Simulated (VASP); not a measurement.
Rh:

```
Rh
1.0
     2.45806    0.00000    0.00000
     0.00000    2.45806    0.00000
     0.00000    0.00000    2.45806
Rh
1
Direct
  0.00000 0.00000 0.00000
```

```yaml
Program: VASP 6.6.1
Task: relaxation of cell and atoms
Functional: PBE
Potentials_or_basis: VASP PAW PBE potentials, release 64 (Rh_pv)
Cutoff: 600 eV
k_mesh: 13 × 13 × 13
Occupations: fermi-dirac, width 0.05 eV
Spin: collinear spin, ferromagnetic start
Starting_moments: "[1.0] μB"
```

At the start: pressure 21.7 GPa; volume 14.85 Å³/atom.

Problem. Where does the relaxation end?

Solution. Over 5 steps the energy falls by 89.5 meV/atom and the volume is 16.29 Å³/atom (+9.7 %); space group Pm-3m (No. 221, to 0.05 Å); moment 0.00 μB per cell.

The path:
```csv
step,energy change (eV),largest force (eV/Å),pressure (GPa),volume (Å³)
1,0.0000,0.0000,21.73,14.85
2,0.1737,0.0000,-20.97,19.62
3,-0.0892,0.0000,-0.95,16.40
4,-0.0895,0.0000,-0.26,16.32
5,-0.0895,0.0000,0.09,16.29
```

Final structure:
```yaml
crystal:
  lattice:
    - [2.53513, 0.00000, 0.00000]
    - [0.00000, 2.53513, 0.00000]
    - [0.00000, 0.00000, 2.53513]
  atoms:
    - { symbol: Rh, position: [0.00000, 0.00000, 0.00000] }
```
